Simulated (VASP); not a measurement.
Write the native input for VASP 6.6.1 that does the following.

```
Task                   : single point
Functional             : r2SCAN
Dispersion             : rVV10
Potentials or basis    : VASP PAW PBE potentials, release 64 (Pb_d, S)
Cutoff                 : 520 eV
k mesh                 : 4 × 6 × 6
Occupations            : fermi-dirac, width 0.02 eV
Spin                   : no spin polarisation
Dipole correction      : no
Further INCAR settings : ALGO = Normal; EDIFF = 1e-07; NBANDS = 28
```

Crystal: PbS.

```
CELL_PARAMETERS angstrom
5.95558 0.00000 0.00000
0.00000 2.96854 2.96854
0.00000 -2.96854 2.96854
ATOMIC_POSITIONS crystal
Pb 0.74989 0.26052 0.76052
Pb 0.25011 0.76052 0.26052
S 0.74966 0.76048 0.26048
S 0.25034 0.26048 0.76048
```

The input as run:

POSCAR

```
PbS
1.0
    5.9555789856      0.0000000000      0.0000000000
    0.0000000000      2.9685400393      2.9685400630
    0.0000000000     -2.9685400393      2.9685400630
Pb S
2 2
Direct
    0.7498944079      0.2605182553      0.7605182553
    0.2501055921      0.7605182553      0.2605182553
    0.7496622065      0.7604817447      0.2604817447
    0.2503377935      0.2604817447      0.7604817447
```

INCAR.step1

```
SYSTEM = PbS
PREC     = Accurate       ! precision mode
ENCUT    = 520            ! plane-wave cutoff, eV
ISMEAR   = -1             ! smearing method
SIGMA    = 0.02           ! smearing width, eV
LREAL    = .False.        ! projectors in reciprocal space
LASPH    = .True.         ! aspherical terms in the spheres
NELM     = 60             ! most SCF steps
NBANDS   = 28             ! bands
GGA      = PE             ! functional
ALGO     = Normal         ! electronic algorithm
EDIFF    = 1E-4           ! SCF threshold, eV
LWAVE    = .True.         ! write WAVECAR
LCHARG   = .False.        ! write CHGCAR
```

INCAR.step2

```
SYSTEM = PbS
PREC     = Accurate       ! precision mode
ENCUT    = 520            ! plane-wave cutoff, eV
EDIFF    = 1E-7           ! SCF threshold, eV
ISMEAR   = -1             ! smearing method
SIGMA    = 0.02           ! smearing width, eV
LREAL    = .False.        ! projectors in reciprocal space
LASPH    = .True.         ! aspherical terms in the spheres
NELM     = 60             ! most SCF steps
ALGO     = Normal         ! electronic algorithm
ISIF     = 2              ! what is computed and relaxed
LWAVE    = .False.        ! write WAVECAR
LCHARG   = .False.        ! write CHGCAR
METAGGA  = R2SCAN         ! meta-GGA
LMIXTAU  = .True.       
LUSE_VDW = .True.       
IVDW_NL  = 2            
BPARAM   = 11.95        
CPARAM   = 0.0093       
NBANDS   = 28             ! bands
ISTART   = 1
```

KPOINTS

```
Automatic mesh
0
Gamma
  4 6 6
  0 0 0
```

Potentials or basis: VASP PAW PBE potentials, release 64 (Pb_d, S).

The run is started by

```bash
$ cat potpaw_PBE.64/Pb_d/POTCAR potpaw_PBE.64/S/POTCAR > POTCAR
$ cp INCAR.step1 INCAR
$ mpirun -np 1 vasp_std > vasp.out
$ cp INCAR.step2 INCAR
$ mpirun -np 1 vasp_std > vasp.out
```

It gave:

| Item | Value |
| --- | --- |
| Pressure | 0.1 GPa |
| Band gap on the k mesh | 0.60 eV |

Caveat: the PAW data sets were made with another functional, which shifts forces and pressure a little; spin-orbit coupling is left out, which moves the levels of the heavy elements.

Run time: 5.8 min on 1 thread of Intel(R) Xeon(R) Platinum 8259CL CPU @ 2.50GHz (Skylake/Cascade Lake), on a shared host, peak memory 0.47 GiB.
